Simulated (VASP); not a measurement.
# Fe3Co (P4/mmm) in VASP: further runs

Fe3Co is run at these levels: PBEsol; tasks: single point.

Program: VASP 6.6.1. These are calculated values, not measurements. Logs are shortened: lines on timing, memory, paths and dates and some standing lists are left out, and cuts for length are marked.

## 1. The cell of the first run

The structure is tetragonal, space group P4/mmm (No. 123). Conventional cell: a = 4.024 Å, b = 4.024 Å, c = 2.828 Å, α = 90.00°, β = 90.00°, γ = 90.00°. Within 3.2 Å of Fe (site symmetry 4/mmm) lie 10 Fe at 2.46 to 2.83 Å and 4 Co at 2.85 Å. Within 3.2 Å of Fe (site symmetry mmm) lie 10 Fe at 2.46 to 2.85 Å and 4 Co at 2.46 Å. Within 3.2 Å of Co (site symmetry 4/mmm) lie 12 Fe at 2.46 to 2.85 Å and 2 Co at 2.83 Å.

## 2. Single point, PBEsol, collinear spin, ferromagnetic start

The input, INCAR:

```
ALGO = Normal ; EDIFF = 1E-6
ENCUT = 600 ; GGA = PS
GGA_COMPAT = F ; ISIF = 2
ISMEAR = 0 ; ISPIN = 2
LASPH = T ; LCHARG = F
LMAXMIX = 4 ; LORBIT = 11
LREAL = F ; LWAVE = F
MAGMOM = 2.6 2.87 2.87 1.99 ; NBANDS = 28
NELM = 200 ; PREC = Accurate
SIGMA = 0.1
```

The input, KPOINTS:

```
k-points
0
Gamma
  4 4 6
```

The input, POSCAR:

```
Fe3Co
1.0
    4.0235794450      0.0000000000      0.0000000000
    0.0000000000      4.0235794450      0.0000000000
    0.0000000000      0.0000000000      2.8277051700
Fe Co
3 1
Direct
    0.5000000000      0.5000000000      0.0000000000
    0.5000000000      0.0000000000      0.5000000000
    0.0000000000      0.5000000000      0.5000000000
    0.0000000000      0.0000000000      0.0000000000
```

Potentials or basis: VASP PAW PBE potentials, release 64 (Fe, Co).

On the command line:

```
cat potpaw_PBE.64/Fe/POTCAR potpaw_PBE.64/Co/POTCAR > POTCAR
mpirun -np 1 vasp_std > vasp.out
```

OUTCAR:

```text
EDIFF = 1E-6
   ENCUT = 600
   GGA = PS
   ISIF = 2
   ISMEAR = 0
   ISPIN = 2
   LASPH = T
   LORBIT = 11
   LREAL = F
   NELM = 200
   PREC = Accurate

 ion  position               nearest neighbor table
   1  0.500  0.500  0.000-   2 2.46   3 2.46   2 2.46   3 2.46   2 2.46   2 2.46   3 2.46   3 2.46
                             4 2.85   4 2.85   4 2.85   4 2.85
   2  0.500  0.000  0.500-   1 2.46   4 2.46   1 2.46   4 2.46   1 2.46   1 2.46   4 2.46   4 2.46
                             3 2.85   3 2.85   3 2.85   3 2.85
   3  0.000  0.500  0.500-   1 2.46   4 2.46   1 2.46   4 2.46   4 2.46   4 2.46   1 2.46   1 2.46
                             2 2.85   2 2.85   2 2.85   2 2.85
   4  0.000  0.000  0.000-   2 2.46   3 2.46   2 2.46   3 2.46   3 2.46   3 2.46   2 2.46   2 2.46
                             1 2.85   1 2.85   1 2.85   1 2.85

  LATTYP: Found a simple tetragonal cell.
 ALAT       =     4.0235794450
 C/A-ratio  =     0.7027834814

  Lattice vectors:

 A1 = (   4.0235794450,   0.0000000000,   0.0000000000)
 A2 = (   0.0000000000,   4.0235794450,   0.0000000000)
 A3 = (   0.0000000000,   0.0000000000,   2.8277051700)

Analysis of symmetry for initial positions (statically):
=====================================================================
 Subroutine PRICEL returns:
 Original cell was already a primitive cell.

 Routine SETGRP: Setting up the symmetry group for a
 simple tetragonal supercell.

 Subroutine GETGRP returns: Found 16 space group operations
 (whereof 16 operations were pure point group operations)
 out of a pool of 16 trial point group operations.

The static configuration has the point symmetry D_4h.

Analysis of symmetry for dynamics (positions and initial velocities):
=====================================================================
 Subroutine PRICEL returns:
 Original cell was already a primitive cell.

 Routine SETGRP: Setting up the symmetry group for a
 simple tetragonal supercell.

 Subroutine GETGRP returns: Found 16 space group operations
 (whereof 16 operations were pure point group operations)
 out of a pool of 16 trial point group operations.

The dynamic configuration has the point symmetry D_4h.

Analysis of structural, dynamic, and magnetic symmetry:
=====================================================================
 Subroutine PRICEL returns:
 Original cell was already a primitive cell.

 Routine SETGRP: Setting up the symmetry group for a
 simple tetragonal supercell.

 Subroutine GETGRP returns: Found 16 space group operations
 (whereof 16 operations were pure point group operations)
 out of a pool of 16 trial point group operations.
[... 133 lines left out ...]
   LEPSILON=     F    determine dielectric tensor
   LRPA    =     F    only Hartree local field effects (RPA)
 spin polarized calculation
 Gauss-broadening in eV      SIGMA  =   0.10
  energy-cutoff  :      600.00
  volume of cell :       45.78
 maximum number of plane-waves:      1548
   NGX = 17   NGY = 17   NGZ = 11

 number of electron      33.0000000 magnetization      10.3300000

 number of electron      33.0000007 magnetization       9.0468684

 Free energy of the ion-electron system (eV)
  ---------------------------------------------------
  ext. energy  EPLUGINS =         0.00000000
  ---------------------------------------------------
  free energy    TOTEN  =       -34.48093712 eV

  energy without entropy =      -34.46238533  energy(sigma->0) =      -34.47166123

 E-fermi :   6.8008     XC(G=0): -13.2337

 val. band max:        6.7923177024   @ k =   0.5000   0.2500   0.0000
 cond. band min:       6.8057877749   @ k =   0.5000   0.5000   0.5000
 fundamental gap:      0.0134700725
 Fermi energy:         6.8008169191

 spin component 1

 k-point     1 :       0.0000    0.0000    0.0000
  band No.  band energies     occupation
      1      -2.0108      1.00000
      2       1.5149      1.00000
      3       1.6351      1.00000
      4       1.6928      1.00000
      5       1.7233      1.00000
      6       3.0934      1.00000
[... 733 lines left out ...]
     27      13.6067      0.00000
     28      13.7300      0.00000
 Fermi energy:         6.8008169191

 spin component 2

 k-point     1 :       0.0000    0.0000    0.0000
  band No.  band energies     occupation
      1      -1.7698      1.00000
      2       2.9092      1.00000
      3       2.9210      1.00000
      4       3.5162      1.00000
      5       3.5257      1.00000
      6       4.8675      1.00000
[... 733 lines left out ...]
     27      15.0333      0.00000
     28      15.2379      0.00000

------------------------ aborting loop because EDIFF is reached ----------------------------------------

  FORCE on cell =-STRESS in cart. coord.  units (eV):
  Direction    XX          YY          ZZ          XY          YZ          ZX
  --------------------------------------------------------------------------------------
  -------------------------------------------------------------------------------------
  Total       -2.4216374     -2.4216374     -2.5972205      0.0000000     -0.0000000      0.0000000
  in kB      -84.7540385    -84.7540385    -90.8992108      0.0000000     -0.0000000      0.0000000
  external PRESSURE =     -86.8024293 kB  Pullay stress =       0.0000000 kB

 VOLUME and BASIS-vectors are now :
 -----------------------------------------------------------------------------
  energy-cutoff  :      600.00
  volume of cell :       45.78
      direct lattice vectors                 reciprocal lattice vectors
     4.023579445  0.000000000  0.000000000     0.248534921  0.000000000  0.000000000
     0.000000000  4.023579445  0.000000000     0.000000000  0.248534921  0.000000000
     0.000000000  0.000000000  2.827705170     0.000000000  0.000000000  0.353643658

 POSITION                                       TOTAL-FORCE (eV/Angst)
 -----------------------------------------------------------------------------------
      2.01179      2.01179      0.00000         0.000000      0.000000      0.000000
      2.01179      0.00000      1.41385         0.000000      0.000000      0.000000
      0.00000      2.01179      1.41385         0.000000      0.000000      0.000000
      0.00000      0.00000      0.00000         0.000000      0.000000      0.000000
 -----------------------------------------------------------------------------------
    total drift:                                0.000000     -0.000000     -0.000000

  FREE ENERGIE OF THE ION-ELECTRON SYSTEM (eV)
  ---------------------------------------------------
  free  energy   TOTEN  =       -34.4809371249 eV

  energy  without entropy=      -34.4623853280  energy(sigma->0) =      -34.47166123

 total charge

# of ion       s       p       d       tot
------------------------------------------
    1        0.484   0.517   6.272   7.274
    2        0.482   0.528   6.203   7.213
    3        0.482   0.528   6.203   7.213
    4        0.486   0.517   7.241   8.244
--------------------------------------------------
tot          1.934   2.090  25.921  29.944

 magnetization (x)

# of ion       s       p       d       tot
------------------------------------------
    1       -0.009  -0.049   2.303   2.245
    2       -0.008  -0.048   2.592   2.535
    3       -0.008  -0.048   2.592   2.535
    4       -0.018  -0.057   1.796   1.721
--------------------------------------------------
tot         -0.044  -0.203   9.282   9.036
```

OSZICAR:

```text
N       E                     dE             d eps       ncg     rms          rms(c)
DAV:   1     0.246121924417E+03    0.24612E+03   -0.15404E+04  2704   0.170E+03
DAV:   2    -0.238356365254E+02   -0.26996E+03   -0.25316E+03  2692   0.327E+02
DAV:   3    -0.388068324036E+02   -0.14971E+02   -0.13706E+02  2852   0.106E+02
DAV:   4    -0.390528820637E+02   -0.24605E+00   -0.24557E+00  3108   0.144E+01
DAV:   5    -0.390604343345E+02   -0.75523E-02   -0.75512E-02  3316   0.194E+00    0.234E+01
DAV:   6    -0.360523988886E+02    0.30080E+01   -0.34920E+01  2884   0.892E+01    0.207E+01
DAV:   7    -0.417857937269E+02   -0.57334E+01   -0.47527E+01  3016   0.110E+02    0.362E+01
DAV:   8    -0.350430493388E+02    0.67427E+01   -0.15051E+01  3412   0.681E+01    0.142E+01
DAV:   9    -0.343788841927E+02    0.66417E+00   -0.35844E+00  3836   0.326E+01    0.773E+00
DAV:  10    -0.344754361105E+02   -0.96552E-01   -0.62200E-01  3164   0.132E+01    0.347E+00
DAV:  11    -0.344856765422E+02   -0.10240E-01   -0.16531E-01  3780   0.483E+00    0.207E+00
DAV:  12    -0.344843380809E+02    0.13385E-02   -0.19101E-02  3616   0.194E+00    0.133E+00
DAV:  13    -0.344808726639E+02    0.34654E-02   -0.14163E-02  3864   0.222E+00    0.430E-01
DAV:  14    -0.344808734241E+02   -0.76018E-06   -0.23598E-03  3808   0.750E-01    0.135E-01
DAV:  15    -0.344809264791E+02   -0.53055E-04   -0.26957E-04  3000   0.190E-01    0.708E-02
DAV:  16    -0.344809360478E+02   -0.95687E-05   -0.52111E-05  3272   0.128E-01    0.362E-02
DAV:  17    -0.344809368268E+02   -0.77900E-06   -0.12456E-05  3408   0.530E-02    0.205E-02
DAV:  18    -0.344809371249E+02   -0.29809E-06   -0.39604E-06  2476   0.363E-02
   1 F= -.34480937E+02 E0= -.34471661E+02  d E =-.185518E-01  mag=     9.0465
```

Wall time 85 s (1 thread of Oxide Virtual Turin-like, shared host); peak memory 0.18 GiB.

Results:

- Free energy: -34.4809 eV
- Pressure: -8.7 GPa
- Net moment: 9.05 μB per cell
- Site moments: Fe +2.25, +2.54 (each value once); Co +1.72 μB
- Valence electrons inside the program's atomic spheres: Fe 7.27, 7.21 (each value once); Co 8.24

Stress tensor (GPa, compression positive):
```
-8.48  0.00  0.00
 0.00 -8.48  0.00
 0.00  0.00 -9.09
```

Caveat: the k points lie up to 0.39 Å⁻¹ apart; the PAW data sets were made with another functional, which shifts forces and pressure a little.

## 3. Single point, PBEsol, collinear spin, ferromagnetic start

The input, INCAR:

```
SYSTEM = Fe3Co
ALGO     = Normal         ! electronic algorithm
EDIFF    = 1E-6           ! SCF threshold, eV
ENCUT    = 600            ! plane-wave cutoff, eV
GGA      = PS             ! functional
GGA_COMPAT= .False.      
ISIF     = 2              ! what is computed and relaxed
ISMEAR   = 0              ! smearing method
ISPIN    = 2              ! spin polarisation
LASPH    = .True.         ! aspherical terms in the spheres
LCHARG   = .False.        ! write CHGCAR
LMAXMIX  = 4              ! l up to which the mixer works
LORBIT   = 11             ! projections on sites
LREAL    = .False.        ! projectors in reciprocal space
LWAVE    = .False.        ! write WAVECAR
MAGMOM   = 2.6 2.87 2.87 1.99 ! initial moments
NBANDS   = 28             ! bands
NELM     = 200            ! most SCF steps
PREC     = Accurate       ! precision mode
SIGMA    = 0.01           ! smearing width, eV
```

The input, KPOINTS:

```
k-points
0
Gamma
  5 5 7
  0 0 0
```

POSCAR is that of step 2.

Potentials or basis: VASP PAW PBE potentials, release 64 (Fe, Co).

On the command line:

```
cat potpaw_PBE.64/Fe/POTCAR potpaw_PBE.64/Co/POTCAR > POTCAR
mpirun -np 1 vasp_std > vasp.out
```

It took 71 s on 1 thread of Oxide Virtual Turin-like, shared host; peak memory 0.18 GiB.

It converged, with:

```
Free energy                                           : -34.5468 eV
Pressure                                              : -8.5 GPa
Net moment                                            : 9.16 μB per cell
Site moments                                          : Fe +2.31, +2.57 (each value once); Co +1.71 μB
Valence electrons inside the program's atomic spheres : Fe 7.27, 7.21 (each value once); Co 8.24
```

Stress tensor (GPa, compression positive):
```
-8.83  0.00  0.00
 0.00 -8.83  0.00
 0.00  0.00 -7.96
```

Levels at points of the mesh, in eV from the Fermi level:
Spin up:
| k point | band 17 | band 18 | band 19 | band 20 | band 21 | band 22 | band 23 | band 24 | band 25 | band 26 |
| --- | --- | --- | --- | --- | --- | --- | --- | --- | --- | --- |
| (0.00, 0.00, 0.00) | -0.45 | -0.45 | -0.30 | 0.09 | 0.09 | 0.16 | 0.16 | 6.70 | 6.82 | 9.43 |
Spin down:
```csv
k point,band 8,band 9,band 10,band 11,band 12,band 13,band 14,band 15,band 16,band 17
"(0.00, 0.00, 0.00)",-0.63,-0.55,-0.55,0.35,0.35,0.82,0.90,1.22,1.56,1.75
```

Caveat: the cell stands under tension; the PAW data sets were made with another functional, which shifts forces and pressure a little.

[end of part 1 of 2]
